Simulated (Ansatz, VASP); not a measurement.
## ZnO in VASP and in Ansatz

INCAR

```
  PREC = Accurate
  ENCUT = 520
  EDIFF = 1E-8
  ISMEAR = -1
  SIGMA = 0.01
  LREAL = F
  LASPH = T
  NELM = 60
  ALGO = Normal
  ISIF = 2
  LWAVE = F
  LCHARG = F
  GGA = CA
  LEFG = T
  NBANDS = 26
```

KPOINTS

```
regular mesh
0
Gamma
  8 8 5
```

POSCAR

```
ZnO
1.0
    3.2054825469      0.0000000000      0.0000000000
   -1.6027412734      2.7760293170      0.0000000000
    0.0000000000      0.0000000000      5.1334697570
Zn O
2 2
Direct
    0.3333333333      0.6666666667      0.0000000000
    0.6666666667      0.3333333333      0.5000000000
    0.3333333333      0.6666666667      0.3821000000
    0.6666666667      0.3333333333      0.8821000000
```

Input for Ansatz:

```yaml
crystal:
  lattice:
    - [3.2054825469, 0.0, 0.0]
    - [-1.6027412734, 2.776029317, 0.0]
    - [0.0, 0.0, 5.133469757]
  atoms:
    - { symbol: Zn, position: [0.3333333333, 0.6666666667, 0.0] }
    - { symbol: Zn, position: [0.6666666667, 0.3333333333, 0.5] }
    - { symbol: O, position: [0.3333333333, 0.6666666667, 0.3821] }
    - { symbol: O, position: [0.6666666667, 0.3333333333, 0.8821] }
kpoints:
  mp_grid: { grid: [8, 8, 5] }
scf:
  occupations: { method: fermi_dirac, width: 0.01 }
hamiltonian:
  xc: lda
  pseudopotentials: { kind: all_electron, datasets: crystal }
output:
  forces: true
  stress: true
  eigenvalues: true
  efg: { contact_densities: true }
```

Change from the starting cell: volume scaled by 0.96, crystal datasets.

Alike in both runs: task electric field gradients; functional LDA; k mesh 8 × 8 × 5; occupations fermi-dirac, width 0.01 eV; no spin polarisation.

|  | VASP | Ansatz |
| --- | --- | --- |
| version | VASP 6.6.1 | Ansatz 0.2.0 |
| potentials or method | VASP PAW LDA potentials, release 64 (Zn, O), cutoff 520 eV | all-electron PAW with datasets made for the crystal, scalar-relativistic |

|  | VASP | Ansatz | Ansatz less VASP |
| --- | --- | --- | --- |
| gap on the k mesh at the Fermi level (eV) | 0.81 | 0.81 | +0.004 |
| pressure (GPa) | 0.0 | -1.2 | -1.24 |
| traceless stress, the component that is largest in VASP (GPa) | 0.28 | 0.31 | +0.031 |
| rms of the force components (eV/Å) | 0.024 | 0.024 | -0.0003 |
| size of Vzz on the site where it differs most (V/Å²) | 8.3 | 7.6 | -0.72 |

LDA's correlation is that of Perdew and Zunger in VASP and of Perdew and Wang (1992) in Ansatz. Atom by atom the forces differ by 0.000 eV/Å (rms over components). Ansatz ran all-electron here, and VASP with PAW potentials.
